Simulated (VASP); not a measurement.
# InP (I4/mmm) in VASP: a series of runs

The runs below take InP through single point, with PBEsol.

Program: VASP 6.6.1. These are calculated values, not measurements. Logs are shortened: lines on timing, memory, paths and dates and some standing lists are left out, and cuts for length are marked.

## (1) The cell of the first run

The structure is tetragonal, space group I4/mmm (No. 139). Conventional cell: a = 3.916 Å, b = 3.916 Å, c = 5.710 Å, α = 90.00°, β = 90.00°, γ = 90.00°. Within 3.7 Å of In (site symmetry 4/mmm) lie 6 P at 2.77 to 2.85 Å. P (site symmetry 4/mmm) has 6 In at 2.77 to 2.85 Å within 3.7 Å.

## (2) Single point, PBEsol (equal xx and yy strain of -3 %)

Input file INCAR:

```
ALGO = Normal
EDIFF = 1E-6
ENCUT = 520
GGA = PS
ISIF = 2
ISMEAR = -1
LASPH = T
LCHARG = F
LREAL = F
LWAVE = F
NBANDS = 16
NELM = 100
PREC = Accurate
SIGMA = 0.03
```

Input file KPOINTS:

```
k-points
0
Gamma
  11 11 11
```

Input file POSCAR:

```
InP
1.0
    0.0000000000      2.7693500000      2.8550000000
    2.7693500000      0.0000000000      2.8550000000
    2.7693500000      2.7693500000      0.0000000000
In P
1 1
Direct
    0.0000000000      0.0000000000      0.0000000000
    0.5000000000      0.5000000000      0.5000000000
```

Potentials or basis: VASP PAW PBE potentials, release 64 (In_d, P).

The run is started by

```console
> cat potpaw_PBE.64/In_d/POTCAR potpaw_PBE.64/P/POTCAR > POTCAR
> mpirun -np 1 vasp_std > vasp.out
```

OUTCAR:

```text
EDIFF = 1E-6
   ENCUT = 520
   GGA = PS
   ISIF = 2
   ISMEAR = -1
   LASPH = T
   LREAL = F
   NELM = 100
   PREC = Accurate

 ion  position               nearest neighbor table
   1  0.000  0.000  0.000-   2 2.77   2 2.77   2 2.77   2 2.77   2 2.85   2 2.85
   2  0.500  0.500  0.500-   1 2.77   1 2.77   1 2.77   1 2.77   1 2.85   1 2.85

  LATTYP: Found a body centered tetragonal cell.
 ALAT       =     3.9164523290
 C/A-ratio  =     1.4579521262

  Lattice vectors:

 A1 = (  -2.7693500000,   0.0000000000,   2.8550000000)
 A2 = (   2.7693500000,   0.0000000000,   2.8550000000)
 A3 = (   0.0000000000,   2.7693500000,  -2.8550000000)

Analysis of symmetry for initial positions (statically):
=====================================================================
 Subroutine PRICEL returns:
 Original cell was already a primitive cell.

 Routine SETGRP: Setting up the symmetry group for a
 body centered tetragonal supercell.

 Subroutine GETGRP returns: Found 16 space group operations
 (whereof 16 operations were pure point group operations)
 out of a pool of 16 trial point group operations.

The static configuration has the point symmetry D_4h.

Analysis of symmetry for dynamics (positions and initial velocities):
=====================================================================
 Subroutine PRICEL returns:
 Original cell was already a primitive cell.

 Routine SETGRP: Setting up the symmetry group for a
 body centered tetragonal supercell.

 Subroutine GETGRP returns: Found 16 space group operations
 (whereof 16 operations were pure point group operations)
 out of a pool of 16 trial point group operations.

The dynamic configuration has the point symmetry D_4h.

 Subroutine INISYM returns: Found 16 space group operations
 (whereof 16 operations are pure point group operations),
 and found     1 'primitive' translations

----------------------------------------------------------------------------------------

                                     Primitive cell

  volume of cell :      43.7917

  direct lattice vectors                    reciprocal lattice vectors
     0.000000000  2.769350000  2.855000000    -0.180547782  0.180547782  0.175131349
[... 76 lines left out ...]
 SYSTEM =  unknown system
   PREC   = accura    normal or accurate (medium, high low for compatibility)
   ISTART =      0    job   : 0-new  1-cont  2-samecut
   ICHARG =      2    charge: 1-file 2-atom 10-const
   ISPIN  =      1    spin polarized calculation?
   LNONCOLLINEAR =      F non collinear calculations
   LSORBIT =      F    spin-orbit coupling
   LASPH  =      T    aspherical Exc in radial PAW
   ENCUT  =  520.0 eV  38.22 Ry    6.18 a.u.   7.40  7.40  7.28*2*pi/ulx,y,z
   NELM   =    100;   NELMIN=  2; NELMDL= -5     # of ELM steps
   EDIFF  = 0.1E-05   stopping-criterion for ELM
   LREAL  =      F    real-space projection
   EDIFFG = 0.1E-04   stopping-criterion for IOM
   NSW    =      0    number of steps for IOM
   IBRION =     -1    ionic relax: 0-MD 1-quasi-New 2-CG
   NFREE  =      0    steps in history (QN), initial steepest desc. (CG)
   ISIF   =      2    stress and relaxation
   ISYM   =      2    0-nonsym 1-usesym 2-fastsym
   POTIM  = 0.5000    time-step for ionic-motion
   TEBEG  =    0.0;   TEEND  =   0.0 temperature during run
   PSTRESS=    0.0 pullay stress
   NELECT =      18.0000    total number of electrons
   NUPDOWN=      -1.0000    fix difference up-down
   EMIN   =  10.00;   EMAX   =-10.00  energy-range for DOS
   EFERMI =   0.00;   METHOD = LEGACY
   ISMEAR =    -1;   SIGMA  =   0.03  broadening in eV -4-tet -1-fermi 0-gaus
   EFERMI_NEDOS =   21; number of points for ismear=-14 and -15
   IALGO  =     38    algorithm
   IMIX   =      4    mixing-type and parameters
     AMIX     =   0.40;   BMIX     =  1.00
     AMIX_MAG =   1.60;   BMIX_MAG =  1.00
  volume/ion in A,a.u.               =      21.90       147.76
  Fermi-wavevector in a.u.,A,eV,Ry     =   1.217218  2.300209 20.158662  1.481620
  Thomas-Fermi vector in A             =   2.352546
   LORBIT       =      0    0 simple, 1 ext, 2 COOP (PROOUT), +10 PAW based schemes
   GGA     = PS    functional components
   LHFCALC =     F    Hartree Fock is set to
   AEXX    =    0.0000 exact exchange contribution
   IVDW    =     0    specifies the selected vdW correction
   LEPSILON=     F    determine dielectric tensor
   LRPA    =     F    only Hartree local field effects (RPA)
 non-spin polarized calculation
  energy-cutoff  :      520.00
  volume of cell :       43.79
 maximum number of plane-waves:      1203
 NGX is ok and might be reduce to    30
   NGX = 15   NGY = 15   NGZ = 15

 number of electron      18.0000002 magnetization

 Free energy of the ion-electron system (eV)
  ---------------------------------------------------
  ext. energy  EPLUGINS =         0.00000000
  ---------------------------------------------------
  free energy    TOTEN  =        -8.73805318 eV

  energy without entropy =       -8.73575440  energy(sigma->0) =       -8.73690379

 E-fermi :   6.5235     XC(G=0): -10.4102

 val. band max:        6.4971366813   @ k =   0.4545  -0.0000   0.2727
 cond. band min:       6.5486569901   @ k =   0.3636  -0.0000   0.0000
 fundamental gap:      0.0515203088
 Fermi energy:         6.5234617456

 k-point     1 :       0.0000    0.0000    0.0000
  band No.  band energies     occupation
      1      -7.5461      2.00000
      2      -7.5448      2.00000
      3      -7.5327      2.00000
      4      -7.5184      2.00000
      5      -7.5184      2.00000
      6      -5.2528      2.00000
[... 433 lines left out ...]
      3      -7.5204      2.00000
      4      -7.4866      2.00000
      5      -7.4752      2.00000
      6      -4.2038      2.00000
[... 8 lines left out ...]
     15      16.1786      0.00000
     16      17.5112      0.00000

 [... further k-points ...]
[... 5 lines left out ...]
  --------------------------------------------------------------------------------------
  -------------------------------------------------------------------------------------
  Total       -1.1224014     -1.1224014     -1.9681635      0.0000000      0.0000000      0.0000000
  in kB      -41.0645426    -41.0645426    -72.0078690      0.0000000      0.0000000      0.0000000
  external PRESSURE =     -51.3789847 kB  Pullay stress =       0.0000000 kB

 VOLUME and BASIS-vectors are now :
 -----------------------------------------------------------------------------
  energy-cutoff  :      520.00
  volume of cell :       43.79
      direct lattice vectors                 reciprocal lattice vectors
     0.000000000  2.769350000  2.855000000    -0.180547782  0.180547782  0.175131349
     2.769350000  0.000000000  2.855000000     0.180547782 -0.180547782  0.175131349
     2.769350000  2.769350000  0.000000000     0.180547782  0.180547782 -0.175131349

 POSITION                                       TOTAL-FORCE (eV/Angst)
 -----------------------------------------------------------------------------------
      0.00000      0.00000      0.00000        -0.000000      0.000000     -0.000000
      2.76935      2.76935      2.85500         0.000000     -0.000000      0.000000
 -----------------------------------------------------------------------------------
    total drift:                               -0.000000      0.000000      0.000000

  FREE ENERGIE OF THE ION-ELECTRON SYSTEM (eV)
  ---------------------------------------------------
  free  energy   TOTEN  =        -8.7380531840 eV

  energy  without entropy=       -8.7357543957  energy(sigma->0) =       -8.73690379
```

OSZICAR:

```text
N       E                     dE             d eps       ncg     rms          rms(c)
DAV:   1     0.107412586437E+03    0.10741E+03   -0.84650E+03  4072   0.131E+03
DAV:   2    -0.240480897937E+01   -0.10982E+03   -0.10525E+03  4456   0.304E+02
DAV:   3    -0.885068196959E+01   -0.64459E+01   -0.63557E+01  5256   0.702E+01
DAV:   4    -0.900821788543E+01   -0.15754E+00   -0.15746E+00  5192   0.112E+01
DAV:   5    -0.901526918125E+01   -0.70513E-02   -0.70511E-02  5880   0.211E+00    0.433E+00
DAV:   6    -0.874992958710E+01    0.26534E+00   -0.48944E-01  6088   0.121E+01    0.242E+00
DAV:   7    -0.874034178444E+01    0.95878E-02   -0.55450E-02  5640   0.211E+00    0.103E+00
DAV:   8    -0.873807947621E+01    0.22623E-02   -0.40264E-03  5160   0.709E-01    0.113E-01
DAV:   9    -0.873804343122E+01    0.36045E-04   -0.24370E-04  6320   0.216E-01    0.682E-02
DAV:  10    -0.873805075152E+01   -0.73203E-05   -0.21241E-05  5024   0.369E-02    0.271E-02
DAV:  11    -0.873805312680E+01   -0.23753E-05   -0.34196E-06  5328   0.164E-02    0.305E-03
DAV:  12    -0.873805318398E+01   -0.57184E-07   -0.31066E-07  2976   0.853E-03
   1 F= -.87380532E+01 E0= -.87369038E+01  d E =-.229879E-02
```

stdout:

```text
POSCAR found type information on POSCAR InP
 POSCAR found :  2 types and       2 ions
 scaLAPACK will be used
 -----------------------------------------------------------------------------
|                                                                             |
|                                                                             |
|     You enforced a specific xc type in the INCAR file but a different       |
|     I HOPE YOU KNOW WHAT YOU ARE DOING!                                     |
|                                                                             |
 -----------------------------------------------------------------------------

 LDA part: xc-table for (Slater+PW92), standard interpolation
 POSCAR, INCAR and KPOINTS ok, starting setup
 FFT: planning ... GRIDC
 FFT: planning ... GRID_SOFT
 FFT: planning ... GRID
 WAVECAR not read
 entering main loop
```

Run time: 35 s. Hardware: 1 thread of Intel Xeon 6975P-C (Granite Rapids), shared host; peak memory 0.22 GiB.

Results:

- Free energy: -8.7381 eV
- Pressure: -5.1 GPa
- Band gap on the k mesh: zero (band 9 reaches 6.91 eV, above the bottom of band 10 at 4.41 eV)

Stress tensor (GPa, compression positive):
```
-4.11  0.00  0.00
 0.00 -4.11  0.00
 0.00  0.00 -7.20
```

Levels at points of the mesh, in eV from the Fermi level:
| k point | band 5 | band 6 | band 7 | band 8 | band 9 | band 10 | band 11 | band 12 | band 13 | band 14 |
| --- | --- | --- | --- | --- | --- | --- | --- | --- | --- | --- |
| (0.00, 0.00, 0.00) | -14.04 | -11.78 | -0.32 | -0.32 | -0.05 | 0.26 | 6.94 | 7.16 | 7.16 | 7.66 |

Caveat: the cell differs from its parent crystal (equal xx and yy strain of -3 %); the PAW data sets were made with another functional, which shifts forces and pressure a little; spin-orbit coupling is left out, which moves the levels of the heavy elements.

## (3) Single point, PBEsol (equal xx and yy strain of -2 %)

Input file INCAR:

```
SYSTEM = InP
ALGO     = Normal         ! electronic algorithm
EDIFF    = 1E-6           ! SCF threshold, eV
ENCUT    = 520            ! plane-wave cutoff, eV
GGA      = PS             ! functional
ISIF     = 2              ! what is computed and relaxed
ISMEAR   = -1             ! smearing method
LASPH    = .True.         ! aspherical terms in the spheres
LCHARG   = .False.        ! write CHGCAR
LREAL    = .False.        ! projectors in reciprocal space
LWAVE    = .False.        ! write WAVECAR
NBANDS   = 16             ! bands
NELM     = 60             ! most SCF steps
PREC     = Accurate       ! precision mode
SIGMA    = 0.03           ! smearing width, eV
```

Input file KPOINTS:

```
k-points
0
Gamma
  11 11 11
  0 0 0
```

Input file POSCAR:

```
InP
1.0
    0.0000000000      2.7979000000      2.8550000000
    2.7979000000      0.0000000000      2.8550000000
    2.7979000000      2.7979000000      0.0000000000
In P
1 1
Direct
    0.0000000000      0.0000000000      0.0000000000
    0.5000000000      0.5000000000      0.5000000000
```

Potentials or basis: VASP PAW PBE potentials, release 64 (In_d, P).

The run is started by

```console
> cat potpaw_PBE.64/In_d/POTCAR potpaw_PBE.64/P/POTCAR > POTCAR
> mpirun -np 1 vasp_std > vasp.out
```

Run time: 37 s. Hardware: 1 thread of Intel Xeon 6975P-C (Granite Rapids), shared host; peak memory 0.23 GiB.

The run converged. Its results:

| Property | Result |
| --- | --- |
| Free energy | -8.7104 eV |
| Pressure | -6.3 GPa |
| Band gap on the k mesh | zero (band 9 reaches 6.65 eV, above the bottom of band 10 at 4.21 eV) |

Stress tensor (GPa, compression positive):
```
-5.73  0.00  0.00
 0.00 -5.73  0.00
 0.00  0.00 -7.57
```

Levels at points of the mesh, in eV from the Fermi level:
| k point | band 5 | band 6 | band 7 | band 8 | band 9 | band 10 | band 11 | band 12 | band 13 | band 14 |
| --- | --- | --- | --- | --- | --- | --- | --- | --- | --- | --- |
| (0.00, 0.00, 0.00) | -14.03 | -11.63 | -0.27 | -0.27 | -0.09 | 0.10 | 6.98 | 7.12 | 7.12 | 7.73 |

Caveat: the cell differs from its parent crystal (equal xx and yy strain of -2 %); the PAW data sets were made with another functional, which shifts forces and pressure a little; spin-orbit coupling is left out, which moves the levels of the heavy elements.

## (4) Single point, PBEsol (zz strain of -2 %)

Input file INCAR:

```
PREC = Accurate
ENCUT = 520
EDIFF = 1E-7
ISMEAR = -1
SIGMA = 0.03
LREAL = False
LASPH = True
NELM = 80
ALGO = Normal
ISIF = 2
LWAVE = False
LCHARG = False
GGA = PS
NBANDS = 16
```

Input file KPOINTS:

```
Automatic mesh
0
Gamma
  11 11 11
```

Input file POSCAR:

```
InP
1.0
    0.0000000000      2.8550000000      2.7979000000
    2.8550000000      0.0000000000      2.7979000000
    2.8550000000      2.8550000000      0.0000000000
In P
1 1
Direct
    0.0000000000      0.0000000000      0.0000000000
    0.5000000000      0.5000000000      0.5000000000
```

Potentials or basis: VASP PAW PBE potentials, release 64 (In_d, P).

The run is started by

```console
> cat potpaw_PBE.64/In_d/POTCAR potpaw_PBE.64/P/POTCAR > POTCAR
> mpirun -np 1 vasp_std > vasp.out
```

OUTCAR:

```text
PREC = Accurate
   ENCUT = 520
   EDIFF = 1E-7
   ISMEAR = -1
   LREAL = False
   LASPH = True
   NELM = 80
   ISIF = 2
   GGA = PS

 ion  position               nearest neighbor table
   1  0.000  0.000  0.000-   2 2.80   2 2.80   2 2.85   2 2.85   2 2.85   2 2.85
   2  0.500  0.500  0.500-   1 2.80   1 2.80   1 2.85   1 2.85   1 2.85   1 2.85

  LATTYP: Found a body centered tetragonal cell.
 ALAT       =     4.0375797206
 C/A-ratio  =     1.3859292911

  Lattice vectors:

[... 643 lines left out ...]
------------------------ aborting loop because EDIFF is reached ----------------------------------------

  FORCE on cell =-STRESS in cart. coord.  units (eV):
  Direction    XX          YY          ZZ          XY          YZ          ZX
  --------------------------------------------------------------------------------------
  -------------------------------------------------------------------------------------
  Total       -2.2504476     -2.2504476     -1.7433388      0.0000000      0.0000000     -0.0000000
  in kB      -79.0505845    -79.0505845    -61.2375714      0.0000000      0.0000000     -0.0000000
  external PRESSURE =     -73.1129135 kB  Pullay stress =       0.0000000 kB

 VOLUME and BASIS-vectors are now :
 -----------------------------------------------------------------------------
  energy-cutoff  :      520.00
  volume of cell :       45.61
      direct lattice vectors                 reciprocal lattice vectors
     0.000000000  2.855000000  2.797900000    -0.175131349  0.175131349  0.178705458
     2.855000000  0.000000000  2.797900000     0.175131349 -0.175131349  0.178705458
     2.855000000  2.855000000  0.000000000     0.175131349  0.175131349 -0.178705458

 POSITION                                       TOTAL-FORCE (eV/Angst)
 -----------------------------------------------------------------------------------
      0.00000      0.00000      0.00000        -0.000000      0.000000      0.000000
      2.85500      2.85500      2.79790         0.000000     -0.000000     -0.000000
 -----------------------------------------------------------------------------------
    total drift:                               -0.000000      0.000000      0.000000

  FREE ENERGIE OF THE ION-ELECTRON SYSTEM (eV)
  ---------------------------------------------------
  free  energy   TOTEN  =        -8.6716918872 eV

  energy  without entropy=       -8.6691854293  energy(sigma->0) =       -8.67043866
```

stdout:

```text
POSCAR found type information on POSCAR InP
 POSCAR found :  2 types and       2 ions
 scaLAPACK will be used
 -----------------------------------------------------------------------------
|                                                                             |
|                                                                             |
|     You enforced a specific xc type in the INCAR file but a different       |
|     I HOPE YOU KNOW WHAT YOU ARE DOING!                                     |
|                                                                             |
 -----------------------------------------------------------------------------

 LDA part: xc-table for (Slater+PW92), standard interpolation
 POSCAR, INCAR and KPOINTS ok, starting setup
 FFT: planning ... GRIDC
 FFT: planning ... GRID_SOFT
 FFT: planning ... GRID
 WAVECAR not read
 entering main loop
```

Run time: 39 s. Hardware: 1 thread of Intel Xeon 6975P-C (Granite Rapids), shared host; peak memory 0.23 GiB.

Results:

| Item | Value |
| --- | --- |
| Free energy | -8.6717 eV |
| Pressure | -7.3 GPa |
| Band gap on the k mesh | zero (band 9 reaches 6.39 eV, above the bottom of band 10 at 3.94 eV) |

Caveat: the cell differs from its parent crystal (zz strain of -2 %); the PAW data sets were made with another functional, which shifts forces and pressure a little; spin-orbit coupling is left out, which moves the levels of the heavy elements.

[end of part 1 of 2]
